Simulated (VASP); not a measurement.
Mg3Sb2: single point with PBE+D4

The system is Mg3Sb2.

```
CELL_PARAMETERS angstrom
4.53870 0.00000 0.00000
-2.26935 3.93063 0.00000
0.00000 0.00000 7.16067
ATOMIC_POSITIONS crystal
Sb 0.33333 0.66667 0.22381
Sb 0.66667 0.33333 0.77619
Mg 0.00000 0.00000 0.00000
Mg 0.33333 0.66667 0.63215
Mg 0.66667 0.33333 0.36785
```

| Item | Value |
| --- | --- |
| Program | VASP 6.6.1 |
| Task | single point |
| Functional | PBE |
| Dispersion | D4 |
| Potentials or basis | VASP PAW PBE potentials, release 64 (Sb, Mg) |
| Cutoff | 600 eV |
| k mesh | 6 × 6 × 4 |
| Occupations | gaussian, width 0.05 eV |
| Spin | no spin polarisation |
| Dipole correction | no |
| Further INCAR settings | ALGO = Normal; EDIFF = 1e-06; NBANDS = 16 |

The pressure is 0.0 GPa. The largest force is 0.016 eV/Å. The band gap on the k mesh is 0.19 eV (least direct gap 1.19 eV). The dispersion energy per atom is -0.291 eV.

Forces on the atoms (eV/Å):
```
Sb   0.000  0.000 -0.016
Sb   0.000  0.000  0.016
Mg   0.000  0.000  0.000
Mg   0.000  0.000 -0.009
Mg   0.000  0.000  0.009
```

Levels at points of the mesh, in eV from the valence-band top:
```tsv
k point	band 6	band 7	band 8	band 9	band 10	band 11
(0.00, 0.00, 0.00)	-0.44	-0.44	0.00	1.19	1.20	3.01
(0.50, 0.00, 0.00)	-2.42	-2.30	-0.94	0.31	1.96	2.13
(0.00, 0.00, 0.50)	-0.83	-0.81	-0.81	1.74	1.90	2.65
(0.50, 0.00, 0.50)	-1.74	-1.70	-1.60	0.46	1.26	1.71
```

Run time: 32 s on 1 thread of AMD EPYC 9R45 96-Core Processor (Zen 5), on a shared host, peak memory 0.25 GiB.

Caveat: semilocal functionals underestimate gaps, and a narrow one can read as zero; spin-orbit coupling is left out, which moves the levels of the heavy elements. A k mesh can miss the band edges.
